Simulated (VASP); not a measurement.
# Ti (Im-3m) in VASP: a series of runs, part 2 of 2

VASP 6.6.1.

### 4 Single point, r2SCAN, collinear spin

POSCAR reads:

```
Ti
1.0
   -1.6410000000      1.6410000000      1.6410000000
    1.6410000000     -1.6410000000      1.6410000000
    1.6410000000      1.6410000000     -1.6410000000
Ti
1
Direct
    0.0000000000      0.0000000000      0.0000000000
```

INCAR.step1 reads:

```
ALGO     = Normal         # electronic algorithm
EDIFF    = 1E-4           # SCF threshold, eV
ENCUT    = 520            # plane-wave cutoff, eV
GGA      = PE             # functional
ISMEAR   = -1             # smearing method
ISPIN    = 2              # spin polarisation
LASPH    = T              # aspherical terms in the spheres
LCHARG   = F              # write CHGCAR
LMAXMIX  = 4              # l up to which the mixer works
LREAL    = F              # projectors in reciprocal space
LWAVE    = T              # write WAVECAR
MAGMOM   = 0.95           # initial moments
NBANDS   = 16             # bands
NELM     = 150            # most SCF steps
NUPDOWN  = 0.95           # fixed moment
PREC     = Accurate       # precision mode
SIGMA    = 0.05           # smearing width, eV
```

INCAR.step2 reads:

```
ALGO     = Normal         # electronic algorithm
EDIFF    = 1E-7           # SCF threshold, eV
ENCUT    = 520            # plane-wave cutoff, eV
ISIF     = 2              # what is computed and relaxed
ISMEAR   = -1             # smearing method
ISPIN    = 2              # spin polarisation
ISTART   = 1            
LASPH    = T              # aspherical terms in the spheres
LCHARG   = F              # write CHGCAR
LMAXMIX  = 4              # l up to which the mixer works
LMIXTAU  = T            
LORBIT   = 11             # projections on sites
LREAL    = F              # projectors in reciprocal space
LWAVE    = F              # write WAVECAR
MAGMOM   = 0.95           # initial moments
METAGGA  = R2SCAN         # meta-GGA
NBANDS   = 16             # bands
NELM     = 150            # most SCF steps
NUPDOWN  = 0.95           # fixed moment
PREC     = Accurate       # precision mode
SIGMA    = 0.05           # smearing width, eV
```

KPOINTS reads:

```
k-points
0
Gamma
  16 16 16
```

Potentials or basis: VASP PAW PBE potentials, release 64 (Ti_sv).

Launch:

```console
$ cat potpaw_PBE.64/Ti_sv/POTCAR > POTCAR
$ cp INCAR.step1 INCAR
$ mpirun -np 1 vasp_std > vasp.out
$ cp INCAR.step2 INCAR
$ mpirun -np 1 vasp_std > vasp.out
```

OUTCAR:

```text
EDIFF = 1E-7
   ENCUT = 520
   ISIF = 2
   ISMEAR = -1
   ISPIN = 2
   ISTART = 1
   LASPH = T
   LORBIT = 11
   LREAL = F
   METAGGA = R2SCAN
   NELM = 150
   NUPDOWN = 0.95
   PREC = Accurate

 ion  position               nearest neighbor table
   1  0.000  0.000  0.000-

  LATTYP: Found a body centered cubic cell.
 ALAT       =     3.2820000000

  Lattice vectors:

 A1 = (  -1.6410000000,   1.6410000000,   1.6410000000)
[... 1120 lines left out ...]
  --------------------------------------------------------------------------------------
  -------------------------------------------------------------------------------------
  Total       -0.0426477     -0.0426477     -0.0426477     -0.0000000      0.0000000     -0.0000000
  in kB       -3.8656323     -3.8656323     -3.8656323     -0.0000000      0.0000000     -0.0000000
  external PRESSURE =      -3.8656323 kB  Pullay stress =       0.0000000 kB

 VOLUME and BASIS-vectors are now :
 -----------------------------------------------------------------------------
  energy-cutoff  :      520.00
  volume of cell :       17.68
      direct lattice vectors                 reciprocal lattice vectors
    -1.641000000  1.641000000  1.641000000     0.000000000  0.304692261  0.304692261
     1.641000000 -1.641000000  1.641000000     0.304692261  0.000000000  0.304692261
     1.641000000  1.641000000 -1.641000000     0.304692261  0.304692261  0.000000000

 POSITION                                       TOTAL-FORCE (eV/Angst)
 -----------------------------------------------------------------------------------
      0.00000      0.00000      0.00000        -0.000000      0.000000     -0.000000
 -----------------------------------------------------------------------------------
    total drift:                                0.000000      0.000000      0.000000

  FREE ENERGIE OF THE ION-ELECTRON SYSTEM (eV)
  ---------------------------------------------------
  free  energy   TOTEN  =       -12.8564264989 eV

  energy  without entropy=      -12.8404403398  energy(sigma->0) =      -12.84843342

 total charge

# of ion       s       p       d       tot
------------------------------------------
    1        2.237   6.131   1.839  10.207

 magnetization (x)

# of ion       s       p       d       tot
------------------------------------------
    1        0.009   0.049   0.620   0.678
```

OUTCAR.step1:

```text
EDIFF = 1E-4
   ENCUT = 520
   GGA = PE
   ISMEAR = -1
   ISPIN = 2
   LASPH = T
[... 1148 lines left out ...]

 POSITION                                       TOTAL-FORCE (eV/Angst)
 -----------------------------------------------------------------------------------
      0.00000      0.00000      0.00000         0.000000      0.000000      0.000000
 -----------------------------------------------------------------------------------
    total drift:                               -0.000000      0.000000      0.000000

  FREE ENERGIE OF THE ION-ELECTRON SYSTEM (eV)
  ---------------------------------------------------
  free  energy   TOTEN  =        -7.7127485109 eV

  energy  without entropy=       -7.6948958166  energy(sigma->0) =       -7.70382216
```

It took 6.1 min on 1 thread of AMD EPYC 9R45 (Zen 5), shared host; peak memory 0.17 GiB.

What came out:

```
Free energy                                           : -12.8564 eV
Pressure                                              : -0.4 GPa
Net moment                                            : 0.95 μB per cell
Site moments                                          : Ti +0.68 μB
Valence electrons inside the program's atomic spheres : Ti 10.21
```

Caveat: the PAW data sets were made with another functional, which shifts forces and pressure a little; the total moment is fixed, so each spin has its own Fermi level and the state may be an excited one.

### 5 Single point, r2SCAN, collinear spin

POSCAR is that of step 4.

INCAR.step1 reads:

```
  ALGO = Normal
  EDIFF = 1E-4
  ENCUT = 520
  GGA = PE
  ISMEAR = -1
  ISPIN = 2
  LASPH = T
  LCHARG = F
  LMAXMIX = 4
  LREAL = F
  LWAVE = T
  MAGMOM = 1.27
  NBANDS = 16
  NELM = 150
  NUPDOWN = 1.27
  PREC = Accurate
  SIGMA = 0.05
```

INCAR.step2 reads:

```
  ALGO = Normal
  EDIFF = 1E-6
  ENCUT = 520
  ISIF = 2
  ISMEAR = -1
  ISPIN = 2
  ISTART = 1
  LASPH = T
  LCHARG = F
  LMAXMIX = 4
  LMIXTAU = T
  LORBIT = 11
  LREAL = F
  LWAVE = F
  MAGMOM = 1.27
  METAGGA = R2SCAN
  NBANDS = 16
  NELM = 150
  NUPDOWN = 1.27
  PREC = Accurate
  SIGMA = 0.05
```

KPOINTS is that of step 4.

Launch:

```console
$ cat potpaw_PBE.64/Ti_sv/POTCAR > POTCAR
$ cp INCAR.step1 INCAR
$ mpirun -np 1 vasp_std > vasp.out
$ cp INCAR.step2 INCAR
$ mpirun -np 1 vasp_std > vasp.out
```

Wall time 4.8 min (1 thread of AMD EPYC 9R45 (Zen 5), shared host); peak memory 0.16 GiB.

The run converged. Its results:

- Free energy: -12.8729 eV
- Pressure: 1.0 GPa
- Net moment: 1.27 μB per cell
- Site moments: Ti +0.90 μB
- Valence electrons inside the program's atomic spheres: Ti 10.21

Caveat: the PAW data sets were made with another functional, which shifts forces and pressure a little; the total moment is fixed, so each spin has its own Fermi level and the state may be an excited one.

### 6 Summary

```csv
fixed moment (μB),pressure (GPa),moment (μB)
-,-2.4,0.00
0.47,-1.9,0.47
0.95,-0.4,0.95
1.27,1.0,1.27
```

Alike in all rows: task single point; level r2SCAN; potentials or basis VASP PAW PBE potentials, release 64 (Ti_sv); spin collinear; cell as given; k mesh 16 × 16 × 16; cutoff (eV) 520; smearing fermi-dirac 0.05 eV.

Caveats: the PAW data sets were made with another functional, which shifts forces and pressure a little; the total moment is fixed, so each spin has its own Fermi level and the state may be an excited one (at least some runs).

Absolute energies hang on the potentials; compare differences alone.
